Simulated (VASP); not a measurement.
Runs of VASP 6.6.1 on Pt. The structure is that of space group Pm-3m (No. 221), or close to it. The cells are those of the table. 

| task | cell | cutoff (eV) | gap on the mesh (eV) | pressure (GPa) |
| --- | --- | --- | --- | --- |
| single point | a = 2.480 Å, 1 atom | 500 | none | (a) |
| single point | a = 2.588 Å, 1 atom | 520 | none | -0.4 |
| single point | a = 2.382 Å, 1 atom | 520 | none | 102.5 |
| single point | a = 2.158 Å, 1 atom | 520 | none | 464.2 |
| relaxation of cell and atoms | relaxed from a = 2.533 Å, 1 atom | 600 | none | 0.0 |

Alike in all rows: level PBEsol; potentials or basis VASP PAW PBE potentials, release 64 (Pt); no spin polarisation; k mesh 15 × 15 × 15; smearing fermi-dirac 0.1 eV.

Question: Fill in the values left out.

Answer: (a) 38.3.

Caveats: the PAW data sets were made with another functional, which shifts forces and pressure a little; spin-orbit coupling is left out, which moves the levels of the heavy elements.

A k mesh can miss the band edges, and the runs leave out spin-orbit coupling on Pt.

A gap of «none» marks levels without a gap at the run's occupations.
